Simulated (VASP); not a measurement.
A run of VASP 6.6.1:

Contents of INCAR:

```
ALGO = Normal
EDIFF = 1E-6
ENCUT = 520
GGA = PS
ISIF = 2
ISMEAR = 0
LASPH = True
LCHARG = False
LREAL = False
LWAVE = False
NBANDS = 26
NELM = 80
PREC = Accurate
SIGMA = 0.15
```

The input KPOINTS:

```
k-points
0
Gamma
  12 12 8
```

POSCAR

```
InGaAs2
1.0
    4.2672512134      0.0000000000      0.0000000000
    0.0000000000      4.2672512134      0.0000000000
    0.0000000000      0.0000000000      5.9621480000
In Ga As
1 1 2
Direct
    0.0000000000      0.0000000000      0.5000000000
    0.5000000000      0.5000000000      0.0000000000
    0.5000000000      0.0000000000      0.7684750000
    0.0000000000      0.5000000000      0.2315250000
```

Potentials or basis: VASP PAW PBE potentials, release 64 (In_d, Ga_d, As).

Launch:

```sh
$ cat potpaw_PBE.64/In_d/POTCAR potpaw_PBE.64/Ga_d/POTCAR potpaw_PBE.64/As/POTCAR > POTCAR
$ mpirun -np 1 vasp_std > vasp.out
```

Hardware: 1 thread of Intel Xeon 8259CL, with other jobs on the host.

Q: Estimate the wall time of this run.

A: Run time: 7.6 min on 1 thread of Intel Xeon 8259CL, on a shared host, peak memory 0.52 GiB. Counts: scf iterations 13, k points 140.
